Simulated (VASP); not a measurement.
# Si16SbH7 in VASP: a series of runs, part 2 of 2

VASP 6.6.1. The steps go on from the part before.

**4. Single point, PBE+D3(BJ)**

File INCAR:

```
SYSTEM = Si16SbH7
  ALGO = Normal
  EDIFF = 1E-6
  ENCUT = 520
  GGA = PE
  ISIF = 2
  ISMEAR = 0
  IVDW = 12
  LASPH = .TRUE.
  LCHARG = .FALSE.
  LREAL = Auto
  LWAVE = .FALSE.
  NBANDS = 56
  NELM = 80
  PREC = Accurate
  SIGMA = 0.05
```

File KPOINTS:

```
k-points
0
G
  2 2 1
  0 0 0
```

File POSCAR:

```
Si16SbH7
1.0
    7.6791800000      0.0000000000      0.0000000000
    3.8395900000      6.6503650000      0.0000000000
    0.0000000000      0.0000000000     18.8687650000
H Si Sb
7 16 1
Direct
    0.1666666792      0.1666666416      0.0529975862
    0.6666666792      0.1666666416      0.0529975862
    0.1666666416      0.6666667168      0.0529975862
    0.6666666416      0.6666667168      0.0529975862
    0.4961319771     -0.0014302974      0.4180134736
   -0.0014575583      0.4962453940      0.4181495185
    0.5024857319      0.5033783860      0.4173443254
    0.1666666792      0.1666666416      0.1324940981
    0.6666666792      0.1666666416      0.1324940981
    0.1666666416      0.6666667168      0.1324940981
    0.6666666416      0.6666667168      0.1324940981
   -0.1669381841      0.3340753477      0.1721674948
    0.3333389182      0.3334135796      0.1733952381
   -0.1664411110      0.8335682327      0.1732581862
    0.3340963084      0.8331017922      0.1720686542
   -0.1670301109      0.3388000508      0.2960463496
    0.3345246506      0.3347841810      0.2980341321
   -0.1638356380      0.8365019063      0.2982794581
    0.3384849871      0.8332535132      0.2958468665
    0.0057466067      0.0060123016      0.3364686030
    0.5021266443      0.0014757085      0.3383447724
    0.0012581447      0.5025042986      0.3384712778
    0.5012604926      0.5018034348      0.3377775387
   -0.0449859618      0.9482536673      0.4626745842
```

Potentials or basis: VASP PAW PBE potentials, release 64 (H, Si, Sb).

Command:

```bash
cat potpaw_PBE.64/H/POTCAR potpaw_PBE.64/Si/POTCAR potpaw_PBE.64/Sb/POTCAR > POTCAR
mpirun -np 1 vasp_std > vasp.out
```

OUTCAR:

```text
SYSTEM = Si16SbH7
   EDIFF = 1E-6
   ENCUT = 520
   GGA = PE
   ISIF = 2
   ISMEAR = 0
   IVDW = 12
   LASPH = .TRUE.
   LREAL = Auto
   NELM = 80
   PREC = Accurate
 IVDW          = 12

 ion  position               nearest neighbor table
   1  0.167  0.167  0.053-   8 1.50
   2  0.667  0.167  0.053-   9 1.50
   3  0.167  0.667  0.053-  10 1.50
   4  0.667  0.667  0.053-  11 1.50
   5  0.496  0.999  0.418-  21 1.50
   6  0.999  0.496  0.418-  22 1.50
   7  0.502  0.503  0.417-  23 1.50
   8  0.167  0.167  0.132-   1 1.50  15 2.34  12 2.34  13 2.35
   9  0.667  0.167  0.132-   2 1.50  12 2.34  14 2.34  13 2.35
  10  0.167  0.667  0.132-   3 1.50  15 2.34  14 2.35  13 2.35
  11  0.667  0.667  0.132-   4 1.50  15 2.33  12 2.34  14 2.35
  12  0.833  0.334  0.172-  11 2.34  16 2.34   8 2.34   9 2.34
  13  0.333  0.333  0.173-  10 2.35   9 2.35   8 2.35  17 2.35
  14  0.834  0.834  0.173-   9 2.34  10 2.35  11 2.35  18 2.36
  15  0.334  0.833  0.172-  11 2.33  19 2.34   8 2.34  10 2.34
  16  0.833  0.339  0.296-  12 2.34  20 2.34  23 2.34  22 2.35
  17  0.335  0.335  0.298-  23 2.34  21 2.34  22 2.34  13 2.35
  18  0.836  0.837  0.298-  21 2.35  22 2.35  14 2.36  20 2.37  24 3.46
  19  0.338  0.833  0.296-  15 2.34  23 2.34  20 2.34  21 2.35
  20  0.006  0.006  0.336-  16 2.34  19 2.34  18 2.37  24 2.49
  21  0.502  0.001  0.338-   5 1.50  17 2.34  18 2.35  19 2.35
  22  0.001  0.503  0.338-   6 1.50  17 2.34  18 2.35  16 2.35
  23  0.501  0.502  0.338-   7 1.50  19 2.34  16 2.34  17 2.34
  24  0.955  0.948  0.463-  20 2.49  18 3.46

  LATTYP: Found a hexagonal cell.
 ALAT       =     7.6791800344
 C/A-ratio  =     2.4571327818

  Lattice vectors:

 A1 = (  -3.8395900000,  -6.6503650000,   0.0000000000)
 A2 = (   7.6791800000,   0.0000000000,   0.0000000000)
 A3 = (   0.0000000000,   0.0000000000,  18.8687650000)

Analysis of symmetry for initial positions (statically):
=====================================================================
 Subroutine PRICEL returns:
 Original cell was already a primitive cell.

 Routine SETGRP: Setting up the symmetry group for a
 hexagonal supercell.

 Subroutine GETGRP returns: Found  1 space group operations
 (whereof  1 operations were pure point group operations)
 out of a pool of 24 trial point group operations.

The static configuration has the point symmetry C_1 .

Analysis of symmetry for dynamics (positions and initial velocities):
=====================================================================
 Subroutine PRICEL returns:
 Original cell was already a primitive cell.

 Routine SETGRP: Setting up the symmetry group for a
 hexagonal supercell.

 Subroutine GETGRP returns: Found  1 space group operations
 (whereof  1 operations were pure point group operations)
 out of a pool of 24 trial point group operations.

The dynamic configuration has the point symmetry C_1 .

 Subroutine INISYM returns: Found  1 space group operations
 (whereof  1 operations are pure point group operations),
 and found     1 'primitive' translations

----------------------------------------------------------------------------------------

                                     Primitive cell

  volume of cell :     963.6156

[... 89 lines left out ...]
  0.000000  0.000000  0.000000      1.000000
  0.500000 -0.000000  0.000000      1.000000
  0.500000  0.500000  0.000000      1.000000
  0.000000  0.500000  0.000000      1.000000
   k-points           NKPTS =      4   k-points in BZ     NKDIM =      4   number of bands    NBANDS=     56
   number of dos      NEDOS =    301   number of ions     NIONS =     24
   total plane-waves  NPLWV = 504000
   dimension x,y,z NGX =    60 NGY =   60 NGZ =  140
   dimension x,y,z NGXF=   120 NGYF=  120 NGZF=  280
   ions per type =               7  16   1
   NGX,Y,Z   is equivalent  to a cutoff of  12.99, 12.99, 12.33 a.u.
   NGXF,Y,Z  is equivalent  to a cutoff of  25.98, 25.98, 24.67 a.u.
 SYSTEM =  Si16SbH7
   PREC   = accura    normal or accurate (medium, high low for compatibility)
   ISTART =      0    job   : 0-new  1-cont  2-samecut
   ICHARG =      2    charge: 1-file 2-atom 10-const
   ISPIN  =      1    spin polarized calculation?
   LNONCOLLINEAR =      F non collinear calculations
   LSORBIT =      F    spin-orbit coupling
   LASPH  =      T    aspherical Exc in radial PAW
   ENCUT  =  520.0 eV  38.22 Ry    6.18 a.u.  14.28 14.28 35.08*2*pi/ulx,y,z
   NELM   =     80;   NELMIN=  2; NELMDL= -5     # of ELM steps
   EDIFF  = 0.1E-05   stopping-criterion for ELM
   LREAL  =      T    real-space projection
   EDIFFG = 0.1E-04   stopping-criterion for IOM
   NSW    =      0    number of steps for IOM
   IBRION =     -1    ionic relax: 0-MD 1-quasi-New 2-CG
   NFREE  =      0    steps in history (QN), initial steepest desc. (CG)
   ISIF   =      2    stress and relaxation
   ISYM   =      2    0-nonsym 1-usesym 2-fastsym
   POTIM  = 0.5000    time-step for ionic-motion
   TEBEG  =    0.0;   TEEND  =   0.0 temperature during run
   PSTRESS=    0.0 pullay stress
   NELECT =      76.0000    total number of electrons
   NUPDOWN=      -1.0000    fix difference up-down
   EMIN   =  10.00;   EMAX   =-10.00  energy-range for DOS
   EFERMI =   0.00;   METHOD = LEGACY
   ISMEAR =     0;   SIGMA  =   0.05  broadening in eV -4-tet -1-fermi 0-gaus
   EFERMI_NEDOS =   21; number of points for ismear=-14 and -15
   IALGO  =     38    algorithm
   IMIX   =      4    mixing-type and parameters
     AMIX     =   0.40;   BMIX     =  1.00
     AMIX_MAG =   1.60;   BMIX_MAG =  1.00
  volume/ion in A,a.u.               =      40.15       270.95
  Fermi-wavevector in a.u.,A,eV,Ry     =   0.702066  1.326713  6.706271  0.492897
  Thomas-Fermi vector in A             =   1.786664
   LORBIT       =      0    0 simple, 1 ext, 2 COOP (PROOUT), +10 PAW based schemes
   GGA     = PE    functional components
   LHFCALC =     F    Hartree Fock is set to
   AEXX    =    0.0000 exact exchange contribution
   IVDW    =    12    specifies the selected vdW correction
   LEPSILON=     F    determine dielectric tensor
   LRPA    =     F    only Hartree local field effects (RPA)
 non-spin polarized calculation
 Gauss-broadening in eV      SIGMA  =   0.05
  energy-cutoff  :      520.00
  volume of cell :      963.62
 maximum number of plane-waves:     25966
 NGX is ok and might be reduce to    60
   NGX = 29   NGY = 29   NGZ = 71

 number of electron      76.0000001 magnetization

 Free energy of the ion-electron system (eV)
  ---------------------------------------------------
  ext. energy  EPLUGINS =         0.00000000
  ---------------------------------------------------
  free energy    TOTEN  =      -110.82301674 eV

  energy without entropy =     -110.79615907  energy(sigma->0) =     -110.80958790

 E-fermi :  -0.7175     XC(G=0):  -4.5052

 val. band max:       -0.7382380371   @ k =   0.0000   0.0000   0.0000
 cond. band min:      -0.6849076952   @ k =   0.5000   0.5000   0.0000
 fundamental gap:      0.0533303419
 Fermi energy:        -0.7174823639

 k-point     1 :       0.0000    0.0000    0.0000
  band No.  band energies     occupation
      1     -12.2650      2.00000
      2     -11.2203      2.00000
      3     -10.1921      2.00000
      4     -10.0589      2.00000
      5     -10.0477      2.00000
      6      -9.6828      2.00000
[... 201 lines left out ...]
     49       2.8590      0.00000
     50       2.9527      0.00000
 [bands above 50 left out]

------------------------ aborting loop because EDIFF is reached ----------------------------------------

 Edisp (eV)   -4.18892

 E8    (eV) :    -1.7606

  FORCE on cell =-STRESS in cart. coord.  units (eV):
  Direction    XX          YY          ZZ          XY          YZ          ZX
  --------------------------------------------------------------------------------------
  -------------------------------------------------------------------------------------
  Total       1.90864     1.94585    -0.09962     0.00394    -0.39974    -0.69952
  in kB       3.17345     3.23531    -0.16564     0.00656    -0.66463    -1.16307
  external pressure =        2.08 kB  Pullay stress =        0.00 kB

 VOLUME and BASIS-vectors are now :
 -----------------------------------------------------------------------------
  energy-cutoff  :      520.00
  volume of cell :      963.62
      direct lattice vectors                 reciprocal lattice vectors
     7.679180000  0.000000000  0.000000000     0.130222237 -0.075183843  0.000000000
     3.839590000  6.650365000  0.000000000     0.000000000  0.150367687  0.000000000
     0.000000000  0.000000000 18.868765000     0.000000000  0.000000000  0.052997639

 POSITION                                       TOTAL-FORCE (eV/Angst)
 -----------------------------------------------------------------------------------
      1.91979      1.10839      1.00000         0.020917      0.013819     -0.042854
      5.75938      1.10839      1.00000        -0.011150     -0.011456     -0.035622
      3.83959      4.43358      1.00000        -0.016578     -0.004554     -0.036088
      7.67918      4.43358      1.00000         0.055995      0.029275     -0.064824
      7.64399      6.64085      7.88740        -0.005968      0.001223     -0.003497
      9.57337      3.30021      7.88996        -0.001689     -0.005178     -0.004636
[... 16 lines left out ...]
      5.77599      3.33718      6.37345        -0.000514     -0.002445      0.007565
     10.97463      6.30623      8.73010        -0.136251     -0.074287      0.009325
 -----------------------------------------------------------------------------------
    total drift:                               -0.012421     -0.006076     -0.010124

  FREE ENERGIE OF THE ION-ELECTRON SYSTEM (eV)
  ---------------------------------------------------
  free  energy   TOTEN  =      -115.0119317548 eV

  energy  without entropy=     -114.9850740804  energy(sigma->0) =     -114.99850292
```

It took 4.9 min on 1 thread of Intel Xeon 6975P-C (Granite Rapids), shared host; peak memory 0.98 GiB.

What came out:

| Quantity | Value |
| --- | --- |
| Free energy | -115.0119 eV |
| Largest force | 0.155 eV/Å |
| Band gap on the k mesh | zero (bands 38 and 39 overlap by 0.05 eV) |
| Dispersion energy per atom | -0.175 eV |

Forces on the atoms (eV/Å):
```
H    0.021  0.014 -0.043
H   -0.011 -0.011 -0.036
H   -0.017 -0.005 -0.036
H    0.056  0.029 -0.065
H   -0.006  0.001 -0.003
H   -0.002 -0.005 -0.005
H    0.004  0.002 -0.006
Si   0.027  0.020  0.062
Si  -0.020  0.021  0.107
Si   0.007 -0.026  0.099
Si   0.012  0.001 -0.029
Si   0.000  0.003 -0.006
Si   0.000 -0.001  0.002
Si   0.002  0.001 -0.002
Si   0.001 -0.002 -0.008
Si   0.005  0.005 -0.008
Si   0.002  0.003  0.003
Si   0.012  0.004  0.010
Si   0.003  0.004  0.001
Si   0.035  0.016 -0.073
Si   0.003  0.001  0.011
Si   0.003  0.001  0.008
Si  -0.001 -0.002  0.008
Sb  -0.136 -0.074  0.009
```

Caveat: the k points lie up to 0.47 Å⁻¹ apart; spin-orbit coupling is left out, which moves the levels of the heavy elements.
